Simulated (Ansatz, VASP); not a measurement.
## BiTe in VASP and in Ansatz

File INCAR:

```
SYSTEM = BiTe
PREC = Accurate ; ENCUT = 520
EDIFF = 1E-6 ; ISMEAR = 0
SIGMA = 0.15 ; LREAL = .FALSE.
LASPH = .TRUE. ; NELM = 80
ALGO = Normal ; ISIF = 2
LWAVE = .FALSE. ; LCHARG = .FALSE.
GGA = PS ; NBANDS = 18
```

The input KPOINTS:

```
Automatic mesh
0
G
  14 14 14
  0 0 0
```

POSCAR

```
BiTe
1.0
    0.0000000000      3.2350000000      3.2350000000
    3.2350000000      0.0000000000      3.2350000000
    3.2350000000      3.2350000000      0.0000000000
Bi Te
1 1
Direct
    0.0309119011     -0.0309119011     -0.0309119011
    0.5000000000      0.5000000000      0.5000000000
```

Input for Ansatz:

```yaml
crystal:
  lattice:
    - [0.0, 3.235, 3.235]
    - [3.235, 0.0, 3.235]
    - [3.235, 3.235, 0.0]
  atoms:
    - { symbol: Bi, position: [0.0309119011, -0.0309119011, -0.0309119011] }
    - { symbol: Te, position: [0.5, 0.5, 0.5] }
basis:
  ecutwfc: 420
kpoints:
  mp_grid: { grid: [14, 14, 14] }
hamiltonian:
  xc: pbesol
scf:
  occupations: { method: gaussian, width: 0.15 }
output:
  forces: true
  stress: true
  eigenvalues: true
```

Change from the starting cell: all Bi atoms moved -0.200 Å, as atom 1 along Cartesian [1 0 0].

Alike in both runs: task single point; functional PBEsol; k mesh 14 × 14 × 14; occupations gaussian, width 0.15 eV; no spin polarisation.

```csv
,VASP,Ansatz
version,VASP 6.6.1,Ansatz 0.2.0
potentials or method,"VASP PAW PBE potentials, release 64 (Bi_d, Te), cutoff 520 eV","scalar-relativistic, plane waves, PAW"
valence electrons in the cell,21,31
```

|  | VASP | Ansatz | Ansatz less VASP |
| --- | --- | --- | --- |
| gap on the k mesh at the Fermi level (eV) | none | none | - |
| pressure (GPa) | -1.0 | -1.0 | +0.02 |
| traceless stress, the component that is largest in VASP (GPa) | 0.64 | 0.63 | -0.011 |
| rms of the force components (eV/Å) | 0.292 | 0.289 | -0.0029 |

VASP's potentials were made for PBE, not for PBEsol. Atom by atom the forces differ by 0.003 eV/Å (rms over components). A gap of «none» marks a metal or a gap that the smearing closes. VASP's potentials hold 21 valence electrons a cell and Ansatz's 31, so a difference there can come from the potentials and not from the codes.

Spin-orbit coupling is off throughout.
